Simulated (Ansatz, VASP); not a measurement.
# CsH: VASP beside Ansatz

```
Cs H
1.0
     0.00000    3.13657    3.29340
     3.13657    0.00000    3.29340
     3.13657    3.13657    0.00000
Cs H
1 1
Direct
  0.00000 0.00000 0.00000
  0.50000 0.50000 0.50000
```

Alike in both runs: task single point; functional LDA; k mesh 8 × 8 × 8; occupations gaussian, width 0.05 eV; no spin polarisation.

```csv
,VASP,Ansatz
version,VASP 6.6.1,Ansatz 0.2.0
potentials or method,"VASP PAW LDA potentials, release 64 (Cs_sv, H), cutoff 520 eV","scalar-relativistic, plane waves, PAW"
valence electrons in the cell,10,10
```

Ansatz gave:

| Property | Result |
| --- | --- |
| gap on the k mesh at the Fermi level (eV) | 1.94 |
| least direct gap on the mesh (eV) | 1.94 |
| pressure (GPa) | -1.2 |
| traceless stress, the component that is largest in VASP (GPa) | -0.53 |

**Question.** What did VASP give for the same quantities?

**Answer.** gap on the k mesh at the Fermi level (eV): 1.93; least direct gap on the mesh (eV): 1.93; pressure (GPa): -1.2; traceless stress, the component that is largest in VASP (GPa): -0.55.

LDA's correlation is that of Perdew and Zunger in VASP and of Perdew and Wang (1992) in Ansatz.

Neither program's run includes spin-orbit coupling.
